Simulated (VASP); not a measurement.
# AlN (Fm-3m) in VASP: a series of runs

AlN is run at these levels: LDA; tasks: electric field gradients.

All numbers are computed with VASP 6.6.1; they aren't measurements. Logs are shortened: lines on timing, memory, paths and dates and some standing lists are left out, and cuts for length are marked.

### Step 1. The cell of the first run

It takes space group Fm-3m (No. 225, cubic). Conventional cell: a = 3.923 Å, b = 3.923 Å, c = 3.923 Å, α = 90.00°, β = 90.00°, γ = 90.00°. Within 2.6 Å of Al (site symmetry m-3m) lie 6 N at 1.96 Å. N (site symmetry m-3m) has 6 Al at 1.96 Å within 2.6 Å.

### Step 2. Electric field gradients, LDA (volume scaled by 0.975)

Contents of INCAR:

```
PREC = Accurate
ENCUT = 520
EDIFF = 1E-8
ISMEAR = -1
SIGMA = 0.02
LREAL = F
LASPH = T
NELM = 80
ALGO = Normal
ISIF = 2
LWAVE = F
LCHARG = F
LEFG = T
NBANDS = 11
```

Contents of KPOINTS:

```
Automatic mesh
0
Gamma
  10 10 10
```

Contents of POSCAR:

```
AlN
1.0
    0.0000000000      1.9613773654      1.9613773654
    1.9613773654      0.0000000000      1.9613773654
    1.9613773654      1.9613773654      0.0000000000
Al N
1 1
Direct
    0.0000000000      0.0000000000      0.0000000000
    0.5000000000      0.5000000000      0.5000000000
```

Potentials or basis: VASP PAW LDA potentials, release 64 (Al, N).

On the command line:

```
cat potpaw_LDA.64/Al/POTCAR potpaw_LDA.64/N/POTCAR > POTCAR
mpirun -np 1 vasp_std > vasp.out
```

OUTCAR:

```text
PREC = Accurate
   ENCUT = 520
   EDIFF = 1E-8
   ISMEAR = -1
   LREAL = F
   LASPH = T
   NELM = 80
   ISIF = 2

 ion  position               nearest neighbor table
   1  0.000  0.000  0.000-   2 1.96   2 1.96   2 1.96   2 1.96   2 1.96   2 1.96
   2  0.500  0.500  0.500-   1 1.96   1 1.96   1 1.96   1 1.96   1 1.96   1 1.96

  LATTYP: Found a face centered cubic cell.
 ALAT       =     3.9227547308

  Lattice vectors:

 A1 = (   0.0000000000,   1.9613773654,   1.9613773654)
 A2 = (   1.9613773654,   0.0000000000,   1.9613773654)
 A3 = (   1.9613773654,   1.9613773654,   0.0000000000)

Analysis of symmetry for initial positions (statically):
=====================================================================
 Subroutine PRICEL returns:
 Original cell was already a primitive cell.

 Routine SETGRP: Setting up the symmetry group for a
 face centered cubic supercell.

 Subroutine GETGRP returns: Found 48 space group operations
 (whereof 48 operations were pure point group operations)
 out of a pool of 48 trial point group operations.

The static configuration has the point symmetry O_h .

Analysis of symmetry for dynamics (positions and initial velocities):
=====================================================================
 Subroutine PRICEL returns:
 Original cell was already a primitive cell.

 Routine SETGRP: Setting up the symmetry group for a
 face centered cubic supercell.

 Subroutine GETGRP returns: Found 48 space group operations
 (whereof 48 operations were pure point group operations)
 out of a pool of 48 trial point group operations.

The dynamic configuration has the point symmetry O_h .

 Subroutine INISYM returns: Found 48 space group operations
 (whereof 48 operations are pure point group operations),
 and found     1 'primitive' translations

----------------------------------------------------------------------------------------

                                     Primitive cell

  volume of cell :      15.0908

  direct lattice vectors                    reciprocal lattice vectors
     0.000000000  1.961377365  1.961377365    -0.254922897  0.254922897  0.254922897
     1.961377365  0.000000000  1.961377365     0.254922897 -0.254922897  0.254922897
     1.961377365  1.961377365  0.000000000     0.254922897  0.254922897 -0.254922897

  length of vectors
     2.773806471  2.773806471  2.773806471     0.441539410  0.441539410  0.441539410

  position of ions in fractional coordinates (direct lattice)
     0.000000000  0.000000000  0.000000000
     0.500000000  0.500000000  0.500000000

  ion indices of the primitive-cell ions
   primitive index   ion index
                 1           1
                 2           2

----------------------------------------------------------------------------------------

 KPOINTS: Automatic mesh

Automatic generation of k-mesh.
 Grid dimensions read from file:
 generate k-points for:   10   10   10

 Generating k-lattice:

  Cartesian coordinates                     Fractional coordinates (reciprocal lattice)
    -0.025492290  0.025492290  0.025492290     0.100000000  0.000000000  0.000000000
     0.025492290 -0.025492290  0.025492290     0.000000000  0.100000000  0.000000000
     0.025492290  0.025492290 -0.025492290     0.000000000  0.000000000  0.100000000

  Length of vectors
     0.044153941  0.044153941  0.044153941

  Shift w.r.t. Gamma in fractional coordinates (k-lattice)
     0.000000000  0.000000000  0.000000000

 Subroutine IBZKPT returns following result:
 ===========================================

 Found     47 irreducible k-points:

 Following reciprocal coordinates:
            Coordinates               Weight
  0.000000  0.000000  0.000000      1.000000
  0.100000  0.000000  0.000000      8.000000
  0.200000  0.000000  0.000000      8.000000
  0.300000  0.000000  0.000000      8.000000
  0.400000  0.000000  0.000000      8.000000
  0.500000  0.000000  0.000000      4.000000
[... 16 lines left out ...]
  0.300000  0.300000  0.000000      6.000000
  0.400000  0.300000  0.000000     24.000000
 [... further k-points ...]
   k-points           NKPTS =     47   k-points in BZ     NKDIM =     47   number of bands    NBANDS=     11
   number of dos      NEDOS =    301   number of ions     NIONS =      2
   total plane-waves  NPLWV =  13824
   dimension x,y,z NGX =    24 NGY =   24 NGZ =   24
   dimension x,y,z NGXF=    48 NGYF=   48 NGZF=   48
   ions per type =               1   1
   NGX,Y,Z   is equivalent  to a cutoff of  14.38, 14.38, 14.38 a.u.
   NGXF,Y,Z  is equivalent  to a cutoff of  28.77, 28.77, 28.77 a.u.
 SYSTEM =  unknown system
   PREC   = accura    normal or accurate (medium, high low for compatibility)
   ISTART =      0    job   : 0-new  1-cont  2-samecut
   ICHARG =      2    charge: 1-file 2-atom 10-const
   ISPIN  =      1    spin polarized calculation?
   LNONCOLLINEAR =      F non collinear calculations
   LSORBIT =      F    spin-orbit coupling
   LASPH  =      T    aspherical Exc in radial PAW
   ENCUT  =  520.0 eV  38.22 Ry    6.18 a.u.   5.16  5.16  5.16*2*pi/ulx,y,z
   NELM   =     80;   NELMIN=  2; NELMDL= -5     # of ELM steps
   EDIFF  = 0.1E-07   stopping-criterion for ELM
   LREAL  =      F    real-space projection
   EDIFFG = 0.1E-06   stopping-criterion for IOM
   NSW    =      0    number of steps for IOM
   IBRION =     -1    ionic relax: 0-MD 1-quasi-New 2-CG
   NFREE  =      0    steps in history (QN), initial steepest desc. (CG)
   ISIF   =      2    stress and relaxation
   ISYM   =      2    0-nonsym 1-usesym 2-fastsym
   POTIM  = 0.5000    time-step for ionic-motion
   TEBEG  =    0.0;   TEEND  =   0.0 temperature during run
   PSTRESS=    0.0 pullay stress
   NELECT =       8.0000    total number of electrons
   NUPDOWN=      -1.0000    fix difference up-down
   EMIN   =  10.00;   EMAX   =-10.00  energy-range for DOS
   EFERMI =   0.00;   METHOD = LEGACY
   ISMEAR =    -1;   SIGMA  =   0.02  broadening in eV -4-tet -1-fermi 0-gaus
   EFERMI_NEDOS =   21; number of points for ismear=-14 and -15
   IALGO  =     38    algorithm
   IMIX   =      4    mixing-type and parameters
     AMIX     =   0.40;   BMIX     =  1.00
     AMIX_MAG =   1.60;   BMIX_MAG =  1.00
  volume/ion in A,a.u.               =       7.55        50.92
  Fermi-wavevector in a.u.,A,eV,Ry     =   1.324953  2.503797 23.885019  1.755499
  Thomas-Fermi vector in A             =   2.454449
   LORBIT       =      0    0 simple, 1 ext, 2 COOP (PROOUT), +10 PAW based schemes
   GGA     = CA    functional components
   LHFCALC =     F    Hartree Fock is set to
   AEXX    =    0.0000 exact exchange contribution
   IVDW    =     0    specifies the selected vdW correction
   LEPSILON=     F    determine dielectric tensor
   LRPA    =     F    only Hartree local field effects (RPA)
 non-spin polarized calculation
  energy-cutoff  :      520.00
  volume of cell :       15.09
 maximum number of plane-waves:       415
 NGX is ok and might be reduce to    24
   NGX = 11   NGY = 11   NGZ = 11

 number of electron       8.0000000 magnetization

 Free energy of the ion-electron system (eV)
  ---------------------------------------------------
  ext. energy  EPLUGINS =         0.00000000
  ---------------------------------------------------
  free energy    TOTEN  =       -16.16002300 eV

  energy without entropy =      -16.16002300  energy(sigma->0) =      -16.16002300

 E-fermi :  11.3877     XC(G=0): -13.0051

 val. band max:       10.9385358203   @ k =   0.0000   0.0000   0.0000
 cond. band min:      15.9530610415   @ k =   0.5000   0.5000   0.0000
 fundamental gap:      5.0145252211
 Fermi energy:        11.3876801295

 k-point     1 :       0.0000    0.0000    0.0000
  band No.  band energies     occupation
      1      -7.3267      2.00000
      2      10.9385      2.00000
      3      10.9385      2.00000
      4      10.9385      2.00000
      5      18.0856      0.00000
      6      23.2370      0.00000
      7      23.2370      0.00000
      8      23.2370      0.00000
      9      28.7163      0.00000
     10      29.2382      0.00000
     11      29.2382      0.00000

 k-point     2 :       0.1000    0.0000    0.0000
  band No.  band energies     occupation
      1      -7.1013      2.00000
      2       9.9201      2.00000
      3      10.7937      2.00000
      4      10.7937      2.00000
      5      18.6207      0.00000
      6      22.3676      0.00000
      7      23.5834      0.00000
      8      23.5834      0.00000
      9      27.8454      0.00000
     10      27.8454      0.00000
     11      30.1304      0.00000

 k-point     3 :       0.2000    0.0000    0.0000
  band No.  band energies     occupation
      1      -6.4429      2.00000
      2       7.6704      2.00000
      3      10.4443      2.00000
      4      10.4443      2.00000
      5      18.8894      0.00000
      6      22.2270      0.00000
      7      23.9544      0.00000
      8      23.9544      0.00000
      9      27.1668      0.00000
     10      27.1668      0.00000
     11      29.6571      0.00000

 k-point     4 :       0.3000    0.0000    0.0000
  band No.  band energies     occupation
      1      -5.4212      2.00000
      2       5.1513      2.00000
      3      10.0597      2.00000
      4      10.0597      2.00000
      5      18.2952      0.00000
      6      23.3633      0.00000
      7      23.3633      0.00000
      8      23.5627      0.00000
      9      28.6435      0.00000
     10      28.6435      0.00000
     11      28.7440      0.00000
[... 239 lines left out ...]
 k-point    22 :      -0.2000    0.2000    0.0000
  band No.  band energies     occupation
      1      -5.0909      2.00000
      2       5.7891      2.00000
      3       7.6712      2.00000
      4      10.1164      2.00000
      5      20.5056      0.00000
      6      21.2395      0.00000
      7      22.6990      0.00000
      8      24.2124      0.00000
      9      26.2842      0.00000
     10      30.8080      0.00000
     11      32.6648      0.00000

 k-point    23 :       0.3000    0.3000    0.0000
  band No.  band energies     occupation
      1      -4.8219      2.00000
      2       5.9006      2.00000
      3       8.7138      2.00000
      4       8.7138      2.00000
      5      17.4412      0.00000
      6      18.6778      0.00000
      7      23.6898      0.00000
      8      27.4741      0.00000
      9      27.4741      0.00000
     10      32.1618      0.00000
     11      36.1343      0.00000

 k-point    24 :       0.4000    0.3000    0.0000
  band No.  band energies     occupation
      1      -3.9537      2.00000
      2       4.7347      2.00000
      3       7.8619      2.00000
      4       8.4323      2.00000
      5      17.2928      0.00000
      6      18.3098      0.00000
      7      24.1101      0.00000
      8      27.4762      0.00000
      9      28.3498      0.00000
     10      33.5924      0.00000
     11      36.7920      0.00000

 [... further k-points ...]
[... 5 lines left out ...]
  --------------------------------------------------------------------------------------
  -------------------------------------------------------------------------------------
  Total        2.0694625      2.0694625      2.0694625      0.0000000      0.0000000     -0.0000000
  in kB      219.7124512    219.7124512    219.7124512      0.0000000      0.0000000     -0.0000000
  external PRESSURE =     219.7124512 kB  Pullay stress =       0.0000000 kB

 VOLUME and BASIS-vectors are now :
 -----------------------------------------------------------------------------
  energy-cutoff  :      520.00
  volume of cell :       15.09
      direct lattice vectors                 reciprocal lattice vectors
     0.000000000  1.961377365  1.961377365    -0.254922897  0.254922897  0.254922897
     1.961377365  0.000000000  1.961377365     0.254922897 -0.254922897  0.254922897
     1.961377365  1.961377365  0.000000000     0.254922897  0.254922897 -0.254922897

 POSITION                                       TOTAL-FORCE (eV/Angst)
 -----------------------------------------------------------------------------------
      0.00000      0.00000      0.00000        -0.000000      0.000000      0.000000
      1.96138      1.96138      1.96138         0.000000     -0.000000     -0.000000
 -----------------------------------------------------------------------------------
    total drift:                               -0.000000     -0.000000      0.000000

  FREE ENERGIE OF THE ION-ELECTRON SYSTEM (eV)
  ---------------------------------------------------
  free  energy   TOTEN  =       -16.1600229989 eV

  energy  without entropy=      -16.1600229989  energy(sigma->0) =      -16.16002300

 Electric field gradients (V/A^2)
---------------------------------------------------------------------
 ion       V_xx      V_yy      V_zz      V_xy      V_xz      V_yz
---------------------------------------------------------------------
   1       0.000     0.000     0.000     0.000     0.000     0.000
   2      -0.000    -0.000    -0.000     0.000     0.000     0.000
---------------------------------------------------------------------

 Electric field gradients after diagonalization (V/A^2)
 (convention: |V_zz| > |V_xx| > |V_yy|)
----------------------------------------------------------------------
 ion       V_xx      V_yy      V_zz     asymmetry (V_yy - V_xx)/ V_zz
----------------------------------------------------------------------
   1      -0.000    -0.000     0.000       0.000
   2      -0.000    -0.000     0.000       0.000
----------------------------------------------------------------------

           NMR quadrupolar parameters

 Cq : quadrupolar parameter    Cq=e*Q*V_zz/h
 eta: asymmetry parameters     (V_yy - V_xx)/ V_zz
 Q  : nuclear electric quadrupole moment in mb (millibarn)
----------------------------------------------------------------------
 ion       Cq(MHz)       eta       Q (mb)
----------------------------------------------------------------------
   1       0.000       0.000       1.000
   2       0.000       0.000       1.000
----------------------------------------------------------------------
```

Run time: 6.7 s. Hardware: 1 thread of Intel Xeon 6975P-C, shared host; peak memory 0.13 GiB.

Results:

```
Free energy            : -16.1600 eV
Pressure               : 22.0 GPa
Band gap on the k mesh : 5.01 eV, indirect (least direct gap 7.15 eV)
```

Levels at points of the mesh, in eV from the valence-band top:
```csv
k point,band 1,band 2,band 3,band 4,band 5,band 6,band 7,band 8,band 9
"(0.00, 0.00, 0.00)",-18.27,0.00,0.00,0.00,7.15,12.30,12.30,12.30,17.78
"(0.50, 0.00, 0.00)",-14.55,-8.95,-1.26,-1.26,6.72,11.55,11.55,14.49,16.91
"(0.50, 0.50, 0.00)",-13.41,-8.05,-3.06,-3.06,5.01,5.37,15.03,18.45,18.45
```

Caveat: without QUAD_EFG the Cq values of the log hold for a quadrupole moment of 1 mb, not for the nuclei.

[end of part 1 of 3]
